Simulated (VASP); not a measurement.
# S (Fm-3m) in VASP: further runs, part 2 of 2

VASP 6.6.1. The steps go on from the part before.

## (3) Relaxation of cell and atoms, PBE

This run uses another cell than the first one, of 17.00 Å³/atom, 2.088 times its volume.

INCAR reads:

```
  PREC = Accurate
  ENCUT = 600
  EDIFF = 1E-6
  ISMEAR = -1
  SIGMA = 0.08
  LREAL = F
  LASPH = T
  NELM = 80
  ALGO = Normal
  ISIF = 3
  LWAVE = F
  LCHARG = F
  GGA = PE
  IBRION = 2
  NSW = 60
  EDIFFG = -0.005
```

KPOINTS reads:

```
regular mesh
0
Gamma
  17 17 17
```

POSCAR reads:

```
S
1.0
    0.0000000000      2.0408275510      2.0408275510
    2.0408275510      0.0000000000      2.0408275510
    2.0408275510      2.0408275510      0.0000000000
S
1
Direct
    0.0000000000      0.0000000000      0.0000000000
```

Potentials or basis: VASP PAW PBE potentials, release 64 (S).

Launch:

```console
> cat potpaw_PBE.64/S/POTCAR > POTCAR
> mpirun -np 1 vasp_std > vasp.out
```

OUTCAR:

```text
PREC = Accurate
   ENCUT = 600
   EDIFF = 1E-6
   ISMEAR = -1
   LREAL = F
   LASPH = T
   NELM = 80
   ISIF = 3
   GGA = PE
   IBRION = 2
   NSW = 60
   EDIFFG = -0.005

 ion  position               nearest neighbor table
   1  0.000  0.000  0.000-

  LATTYP: Found a face centered cubic cell.
 ALAT       =     4.0816551020

  Lattice vectors:

 A1 = (   0.0000000000,   2.0408275510,   2.0408275510)
 A2 = (   2.0408275510,   0.0000000000,   2.0408275510)
 A3 = (   2.0408275510,   2.0408275510,   0.0000000000)

Analysis of symmetry for initial positions (statically):
=====================================================================
 Subroutine PRICEL returns:
 Original cell was already a primitive cell.

 Routine SETGRP: Setting up the symmetry group for a
 face centered cubic supercell.

 Subroutine GETGRP returns: Found 48 space group operations
 (whereof 48 operations were pure point group operations)
 out of a pool of 48 trial point group operations.

The static configuration has the point symmetry O_h .

Analysis of symmetry for dynamics (positions and initial velocities):
=====================================================================
 Subroutine PRICEL returns:
 Original cell was already a primitive cell.

 Routine SETGRP: Setting up the symmetry group for a
 face centered cubic supercell.

 Subroutine GETGRP returns: Found 48 space group operations
 (whereof 48 operations were pure point group operations)
 out of a pool of 48 trial point group operations.

The dynamic configuration has the point symmetry O_h .

 Subroutine INISYM returns: Found 48 space group operations
 (whereof 48 operations are pure point group operations),
 and found     1 'primitive' translations

----------------------------------------------------------------------------------------

                                     Primitive cell

  volume of cell :      17.0000

  direct lattice vectors                    reciprocal lattice vectors
     0.000000000  2.040827551  2.040827551    -0.244998653  0.244998653  0.244998653
     2.040827551  0.000000000  2.040827551     0.244998653 -0.244998653  0.244998653
     2.040827551  2.040827551  0.000000000     0.244998653  0.244998653 -0.244998653

  length of vectors
     2.886166001  2.886166001  2.886166001     0.424350114  0.424350114  0.424350114

  position of ions in fractional coordinates (direct lattice)
     0.000000000  0.000000000  0.000000000

  ion indices of the primitive-cell ions
   primitive index   ion index
                 1           1

----------------------------------------------------------------------------------------

 KPOINTS: regular mesh

Automatic generation of k-mesh.
 Grid dimensions read from file:
 generate k-points for:   17   17   17

 Generating k-lattice:

  Cartesian coordinates                     Fractional coordinates (reciprocal lattice)
    -0.014411685  0.014411685  0.014411685     0.058823529  0.000000000  0.000000000
     0.014411685 -0.014411685  0.014411685     0.000000000  0.058823529  0.000000000
     0.014411685  0.014411685 -0.014411685     0.000000000  0.000000000  0.058823529

  Length of vectors
[... 39 lines left out ...]
   total plane-waves  NPLWV =  13824
   dimension x,y,z NGX =    24 NGY =   24 NGZ =   24
   dimension x,y,z NGXF=    48 NGYF=   48 NGZF=   48
   ions per type =               1
   NGX,Y,Z   is equivalent  to a cutoff of  13.82, 13.82, 13.82 a.u.
   NGXF,Y,Z  is equivalent  to a cutoff of  27.65, 27.65, 27.65 a.u.
 SYSTEM =  unknown system
   PREC   = accura    normal or accurate (medium, high low for compatibility)
   ISTART =      0    job   : 0-new  1-cont  2-samecut
   ICHARG =      2    charge: 1-file 2-atom 10-const
   ISPIN  =      1    spin polarized calculation?
   LNONCOLLINEAR =      F non collinear calculations
   LSORBIT =      F    spin-orbit coupling
   LASPH  =      T    aspherical Exc in radial PAW
   ENCUT  =  600.0 eV  44.10 Ry    6.64 a.u.   5.76  5.76  5.76*2*pi/ulx,y,z
   NELM   =     80;   NELMIN=  2; NELMDL= -5     # of ELM steps
   EDIFF  = 0.1E-05   stopping-criterion for ELM
   LREAL  =      F    real-space projection
   EDIFFG = -.5E-02   stopping-criterion for IOM
   NSW    =     60    number of steps for IOM
   IBRION =      2    ionic relax: 0-MD 1-quasi-New 2-CG
   NFREE  =      1    steps in history (QN), initial steepest desc. (CG)
   ISIF   =      3    stress and relaxation
   ISYM   =      2    0-nonsym 1-usesym 2-fastsym
   POTIM  = 0.5000    time-step for ionic-motion
   TEBEG  =    0.0;   TEEND  =   0.0 temperature during run
   PSTRESS=    0.0 pullay stress
   NELECT =       6.0000    total number of electrons
   NUPDOWN=      -1.0000    fix difference up-down
   EMIN   =  10.00;   EMAX   =-10.00  energy-range for DOS
   EFERMI =   0.00;   METHOD = LEGACY
   ISMEAR =    -1;   SIGMA  =   0.08  broadening in eV -4-tet -1-fermi 0-gaus
   EFERMI_NEDOS =   21; number of points for ismear=-14 and -15
   IALGO  =     38    algorithm
   IMIX   =      4    mixing-type and parameters
     AMIX     =   0.40;   BMIX     =  1.00
     AMIX_MAG =   1.60;   BMIX_MAG =  1.00
  volume/ion in A,a.u.               =      17.00       114.72
  Fermi-wavevector in a.u.,A,eV,Ry     =   1.156935  2.186290 18.211377  1.338498
  Thomas-Fermi vector in A             =   2.293551
   LORBIT       =      0    0 simple, 1 ext, 2 COOP (PROOUT), +10 PAW based schemes
   GGA     = PE    functional components
   LHFCALC =     F    Hartree Fock is set to
   AEXX    =    0.0000 exact exchange contribution
   IVDW    =     0    specifies the selected vdW correction
   LEPSILON=     F    determine dielectric tensor
   LRPA    =     F    only Hartree local field effects (RPA)
 conjugate gradient relaxation of ions
 non-spin polarized calculation
  energy-cutoff  :      600.00
  volume of cell :       17.00
 maximum number of plane-waves:       578
   NGX = 11   NGY = 11   NGZ = 11

--------------------------------------- Ionic step        1  -------------------------------------------

 number of electron       6.0000001 magnetization

 Free energy of the ion-electron system (eV)
  ---------------------------------------------------
  ext. energy  EPLUGINS =         0.00000000
  ---------------------------------------------------
  free energy    TOTEN  =        -2.82008177 eV

  energy without entropy =       -2.79938640  energy(sigma->0) =       -2.80973409

------------------------ aborting loop because EDIFF is reached ----------------------------------------

  FORCE on cell =-STRESS in cart. coord.  units (eV):
  Direction    XX          YY          ZZ          XY          YZ          ZX
  --------------------------------------------------------------------------------------
  -------------------------------------------------------------------------------------
  Total       -0.4927419     -0.4927419     -0.4927419      0.0000000      0.0000000      0.0000000
  in kB      -46.4388138    -46.4388138    -46.4388138      0.0000000      0.0000000      0.0000000
  external PRESSURE =     -46.4388138 kB  Pullay stress =       0.0000000 kB
[... 57 lines left out ...]
--------------------------------------- Ionic step        3  -------------------------------------------

 number of electron       5.9999999 magnetization

 Free energy of the ion-electron system (eV)
  ---------------------------------------------------
  ext. energy  EPLUGINS =         0.00000000
  ---------------------------------------------------
  free energy    TOTEN  =        -2.83745146 eV

  energy without entropy =       -2.81848810  energy(sigma->0) =       -2.82796978

 E-fermi :   7.4030     XC(G=0): -11.1661

 val. band max:        7.3876326565   @ k =  -0.2353   0.3529   0.1176
 cond. band min:       7.4235001726   @ k =   0.4118   0.1765   0.0000
 fundamental gap:      0.0358675161
 Fermi energy:         7.4029985810

 k-point     1 :       0.0000    0.0000    0.0000
  band No.  band energies     occupation
      1      -9.2763      2.00000
      2      10.5948      0.00000
      3      10.5948      0.00000
      4      10.5948      0.00000
      5      19.5287      0.00000
      6      19.5287      0.00000
      7      19.5287      0.00000
[... 221 lines left out ...]
 k-point    24 :      -0.1176    0.0588    0.0000
  band No.  band energies     occupation
      1      -8.7626      2.00000
      2       8.3722      0.00001
      3       9.7229      0.00000
      4      10.4842      0.00000
      5      18.7992      0.00000
      6      20.0760      0.00000
      7      20.3496      0.00000

 [... further k-points ...]

------------------------ aborting loop because EDIFF is reached ----------------------------------------

  FORCE on cell =-STRESS in cart. coord.  units (eV):
  Direction    XX          YY          ZZ          XY          YZ          ZX
  --------------------------------------------------------------------------------------
  -------------------------------------------------------------------------------------
  Total        0.0001109      0.0001109      0.0001109      0.0000000      0.0000000      0.0000000
  in kB        0.0111971      0.0111971      0.0111971      0.0000000      0.0000000      0.0000000
  external PRESSURE =       0.0111971 kB  Pullay stress =       0.0000000 kB
[... 16 lines left out ...]
  FREE ENERGIE OF THE ION-ELECTRON SYSTEM (eV)
  ---------------------------------------------------
  free  energy   TOTEN  =        -2.8374514569 eV

  energy  without entropy=       -2.8184881004  energy(sigma->0) =       -2.82796978

 reached required accuracy - stopping structural energy minimisation
```

OSZICAR:

```text
N       E                     dE             d eps       ncg     rms          rms(c)
DAV:   1     0.103964185405E+02    0.10396E+02   -0.31433E+03  2317   0.804E+02
DAV:   2    -0.258779152926E+01   -0.12984E+02   -0.12594E+02  3325   0.881E+01
DAV:   3    -0.282375930321E+01   -0.23597E+00   -0.23254E+00  2828   0.129E+01
[... 15 lines left out ...]
       N       E                     dE             d eps       ncg     rms          rms(c)
DAV:   1    -0.283760195399E+01   -0.18984E-03   -0.46445E-03  2338   0.476E-01    0.832E-02
DAV:   2    -0.283748985172E+01    0.11210E-03   -0.13573E-04  2919   0.961E-02    0.429E-02
DAV:   3    -0.283745233125E+01    0.37520E-04   -0.11600E-04  2450   0.692E-02    0.175E-02
DAV:   4    -0.283745145692E+01    0.87433E-06   -0.46283E-07  1967   0.702E-03
   3 F= -.28374515E+01 E0= -.28279698E+01  d E =-.173697E-01
```

CONTCAR:

```text
S
   1.00000000000000
     0.0000000000000000    1.9944617941959861    1.9944617941959861
     1.9944617941959861    0.0000000000000000    1.9944617941959861
     1.9944617941959861    1.9944617941959861    0.0000000000000000
  S
     1
Direct
     0.0000000000000000    0.0000000000000000    0.0000000000000000

  0.00000000E+00  0.00000000E+00  0.00000000E+00
```

Run time: 21 s. Hardware: 1 thread of Intel Xeon Platinum 8375C at 2.90GHz (Ice Lake), shared host; peak memory 0.14 GiB.

What came out:

| Property | Result |
| --- | --- |
| Free energy | -2.8375 eV |
| Relaxed volume | 15.87 Å³/atom |
| Relaxed cell | a = 2.821 Å, b = 2.821 Å, c = 2.821 Å, α = 60.00°, β = 60.00°, γ = 60.00° |
| Space group after relaxing (to 0.05 Å) | Fm-3m (No. 225) |
| Energy gained by relaxing | 17.4 meV/atom |
| Ionic steps | 3 |
| Pressure after relaxing | 0.0 GPa |
| Band gap on the k mesh | zero (band 3 reaches 10.59 eV, above the bottom of band 4 at 5.07 eV) |

Step by step:
| step | energy change (eV) | largest force (eV/Å) | pressure (GPa) | volume (Å³) |
| --- | --- | --- | --- | --- |
| 1 | 0.0000 | 0.0000 | -4.64 | 17.00 |
| 2 | -0.0173 | 0.0000 | 0.26 | 15.82 |
| 3 | -0.0174 | 0.0000 | 0.00 | 15.87 |

Final structure:
```yaml
crystal:
  lattice:
    - [0.00000, 1.99446, 1.99446]
    - [1.99446, 0.00000, 1.99446]
    - [1.99446, 1.99446, 0.00000]
  atoms:
    - { symbol: S, position: [0.00000, 0.00000, 0.00000] }
```

## (4) Single point, PBE (volume scaled by 0.511, to set the pressure)

INCAR reads:

```
PREC = Accurate ; ENCUT = 500
EDIFF = 1E-6 ; ISMEAR = -1
SIGMA = 0.08 ; LREAL = F
LASPH = T ; NELM = 120
ALGO = Normal ; ISIF = 2
LWAVE = F ; LCHARG = F
GGA = PE ; NBANDS = 9
GGA_COMPAT = F
```

KPOINTS reads:

```
regular mesh
0
Gamma
  20 20 20
```

POSCAR reads:

```
S
1.0
    0.0000000000      1.5951993132      1.5951993132
    1.5951993132      0.0000000000      1.5951993132
    1.5951993132      1.5951993132      0.0000000000
S
1
Direct
    0.0000000000      0.0000000000      0.0000000000
```

Launch:

```console
> cat potpaw_PBE.64/S/POTCAR > POTCAR
> mpirun -np 1 vasp_std > vasp.out
```

Wall time 11 s (1 thread of Intel Xeon 8259CL, shared host); peak memory 0.12 GiB.

It converged, with:

- Free energy: -0.0641 eV
- Pressure: 199.1 GPa
- Band gap on the k mesh: zero (band 3 reaches 29.10 eV, above the bottom of band 4 at 12.98 eV)

Levels at points of the mesh, in eV from the Fermi level:
| k point | band 1 | band 2 | band 3 | band 4 | band 5 | band 6 | band 7 |
| --- | --- | --- | --- | --- | --- | --- | --- |
| (0.00, 0.00, 0.00) | -26.13 | 8.84 | 8.84 | 8.84 | 12.21 | 12.21 | 12.21 |
| (0.50, 0.00, 0.00) | -16.57 | -15.25 | 5.47 | 5.47 | 10.82 | 10.82 | 13.75 |
| (0.50, 0.50, 0.00) | -13.13 | -12.14 | -1.46 | -1.46 | 1.67 | 4.70 | 30.24 |

Caveat: the cell differs from its parent crystal (volume scaled by 0.511, to set the pressure).

## (5) Overview

| task | cell | k mesh | cutoff (eV) | gap on the mesh (eV) | pressure (GPa) |
| --- | --- | --- | --- | --- | --- |
| relaxation of cell and atoms | relaxed to 200 GPa from a = 2.258 Å, angles 60.0°, 1 atom | 20 × 20 × 20 | 600 | none | 200.0 |
| relaxation of cell and atoms | relaxed from a = 2.886 Å, angles 60.0°, 1 atom | 17 × 17 × 17 | 600 | none | 0.0 |
| single point | a = 2.256 Å, angles 60.0°, 1 atom | 20 × 20 × 20 | 500 | none | 199.1 |

Alike in all rows: level PBE; potentials or basis VASP PAW PBE potentials, release 64 (S); no spin polarisation; smearing fermi-dirac 0.08 eV.

Caveats: the cell is relaxed towards a set pressure, so the enthalpy falls and the energy may rise (some runs).

Absolute energies hang on the potentials; compare differences alone.
